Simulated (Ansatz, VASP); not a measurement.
**TaHO2 in VASP and in Ansatz**

```
Ta H O
1.0
     2.94043    0.00000    0.00000
    -1.47022    2.54649    0.00000
     0.00000    0.00000    5.62001
Ta H O
1 1 2
Cartesian
  0.0000 1.6977 0.0000
  1.4702 0.8488 2.8100
  0.0000 0.0000 1.2341
  0.0000 0.0000 4.3860
```

Alike in both runs: functional PBE; k mesh 6 × 6 × 4; occupations gaussian, width 0.1 eV; no spin polarisation.

Ansatz relaxed the structure, and its values are those at the end. VASP's run is a single point on that final structure, the one shown.

|  | VASP | Ansatz |
| --- | --- | --- |
| version | VASP 6.6.1 | Ansatz 0.2.0 |
| potentials or method | VASP PAW PBE potentials, release 64 (Ta_pv, H, O), cutoff 520 eV | scalar-relativistic, plane waves, PAW |
| valence electrons in the cell | 24 | 26 |

Ansatz gave:

| Quantity | Value |
| --- | --- |
| gap on the k mesh at the Fermi level (eV) | none |
| pressure (GPa) | 0.2 |
| rms of the force components (eV/Å) | 0.001 |

Estimate VASP's values.

gap on the k mesh at the Fermi level (eV): none; pressure (GPa): 0.8; rms of the force components (eV/Å): 0.042.

A gap of «none» marks a metal or a gap that the smearing closes. VASP's potentials hold 24 valence electrons a cell and Ansatz's 26, so a difference there can come from the potentials and not from the codes.

The k mesh is coarse, so the values compare programs but aren't converged. Spin-orbit coupling is off throughout.
